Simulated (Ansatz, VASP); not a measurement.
**BN: VASP beside Ansatz**

Contents of INCAR:

```
  ALGO = Normal
  EDIFF = 1E-7
  ENCUT = 520
  GGA = PS
  ISIF = 2
  ISMEAR = 0
  LASPH = True
  LCHARG = True
  LELF = True
  LREAL = False
  LVHAR = True
  LWAVE = False
  NBANDS = 16
  NELM = 60
  PREC = Accurate
  SIGMA = 0.05
```

The input KPOINTS:

```
k-points
0
Gamma
  12 12 6
```

POSCAR

```
BN
1.0
    2.5539396017      0.0000000000      0.0000000000
   -1.2769698009      2.2117765748      0.0000000000
    0.0000000000      0.0000000000      4.2268550000
B N
2 2
Direct
    0.6666666667      0.3333333333      0.9997240000
    0.3333333333      0.6666666667      0.4997240000
    0.6229947227      0.3013632515      0.6016177482
    0.3333333333      0.6666666667      0.1252760000
```

Input for Ansatz:

```yaml
crystal:
  lattice:
    - [2.5539396017, 0.0, 0.0]
    - [-1.2769698009, 2.2117765748, 0.0]
    - [0.0, 0.0, 4.226855]
  atoms:
    - { symbol: B, position: [0.6666666667, 0.3333333333, 0.999724] }
    - { symbol: B, position: [0.3333333333, 0.6666666667, 0.499724] }
    - { symbol: "N", position: [0.6229947227, 0.3013632515, 0.6016177482] }
    - { symbol: "N", position: [0.3333333333, 0.6666666667, 0.125276] }
basis:
  ecutwfc: 650.0
kpoints:
  mp_grid: { grid: [12, 12, 6] }
hamiltonian:
  xc: pbesol
scf:
  occupations: { method: gaussian, width: 0.05 }
output:
  forces: true
  stress: true
  eigenvalues: true
```

Alike in both runs: task single point; functional PBEsol; k mesh 12 × 12 × 6; occupations gaussian, width 0.05 eV; no spin polarisation.

|  | VASP | Ansatz |
| --- | --- | --- |
| version | VASP 6.6.1 | Ansatz 0.2.0 |
| potentials or method | VASP PAW PBE potentials, release 64 (B, N), cutoff 520 eV | scalar-relativistic, plane waves, PAW |
| valence electrons in the cell | 16 | 16 |

VASP gave:

| Item | Value |
| --- | --- |
| gap on the k mesh at the Fermi level (eV) | 5.08 |
| least direct gap on the mesh (eV) | 7.50 |
| pressure (GPa) | -1.5 |
| traceless stress, the component that is largest in VASP (GPa) | 3.99 |
| rms of the force components (eV/Å) | 1.562 |

Q: Estimate Ansatz's values.

A: gap on the k mesh at the Fermi level (eV): 5.09; least direct gap on the mesh (eV): 7.50; pressure (GPa): -2.0; traceless stress, the component that is largest in VASP (GPa): 3.83; rms of the force components (eV/Å): 1.556.

VASP's potentials were made for PBE, not for PBEsol. Atom by atom the forces differ by 0.008 eV/Å (rms over components).
